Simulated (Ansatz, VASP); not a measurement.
## One calculation of Eu, two programs

POSCAR

```
Eu
1.0
   -2.2274745855      2.2274745855      2.2274745855
    2.2274745855     -2.2274745855      2.2274745855
    2.2274745855      2.2274745855     -2.2274745855
Eu
1
Direct
    0.0000000000      0.0000000000      0.0000000000
```

INCAR.step1

```
ALGO = Normal
EDIFF = 1E-4
ENCUT = 520
GGA = PE
ISMEAR = 1
ISPIN = 2
LASPH = True
LCHARG = False
LMAXMIX = 6
LREAL = False
LWAVE = True
MAGMOM = 7.31
NBANDS = 18
NELM = 150
PREC = Accurate
SIGMA = 0.1
```

Contents of INCAR.step2:

```
ALGO = Normal
EDIFF = 1E-7
ENCUT = 520
ISIF = 2
ISMEAR = 1
ISPIN = 2
ISTART = 1
LASPH = True
LCHARG = False
LMAXMIX = 6
LMIXTAU = True
LORBIT = 11
LREAL = False
LWAVE = False
MAGMOM = 7.31
METAGGA = R2SCAN
NBANDS = 18
NELM = 150
PREC = Accurate
SIGMA = 0.1
```

The input KPOINTS:

```
k-points
0
Gamma
  10 10 10
```

Input for Ansatz:

```yaml
crystal:
  lattice:
    - [-2.2274745855, 2.2274745855, 2.2274745855]
    - [2.2274745855, -2.2274745855, 2.2274745855]
    - [2.2274745855, 2.2274745855, -2.2274745855]
  atoms:
    - { symbol: Eu, position: [0.0, 0.0, 0.0], spin: 7.31 }
hamiltonian:
  xc: r2scan
  pseudopotentials:
    kind: paw
    azcp:
      Eu: "pseudopotentials/Eu.paw.azcp"
basis:
  ecutwfc: 500
  fft_grid_basis: typed
kpoints:
  mp_grid: { grid: [10, 10, 10], shift: [0, 0, 0] }
magnetization:
  spin_polarized: true
scf:
  occupations: { method: methfessel_paxton, width: 0.1 }
  lower_state_search: "off"
output:
  stress: true
  write_density: true
  write_potential: true
  elf: true
  volumetric_format: npy
```

Alike in both runs: task single point; functional r2SCAN; k mesh 10 × 10 × 10; occupations methfessel-paxton of order 1, width 0.1 eV; collinear spin.

|  | VASP | Ansatz |
| --- | --- | --- |
| version | VASP 6.6.1 | Ansatz 0.2.0 |
| potentials or method | VASP PAW PBE potentials, release 64 (Eu), cutoff 520 eV | plane waves (500 eV) with PAW, scalar-relativistic |
| valence electrons in the cell | 17 | 17 |

|  | VASP | Ansatz | Ansatz less VASP |
| --- | --- | --- | --- |
| pressure (GPa) | -0.3 | 0.0 | +0.38 |
| net moment per atom (μB) | 7.64 | 7.64 | +0.004 |
| size of the moment on the site where the two differ most (μB) | 6.68 | 7.21 | +0.530 |

VASP's potentials were made for PBE, not for r2SCAN. Site moments also hang on the region over which each program counts them. Ansatz's warnings: stability check not made.

Spin-orbit coupling is off throughout.
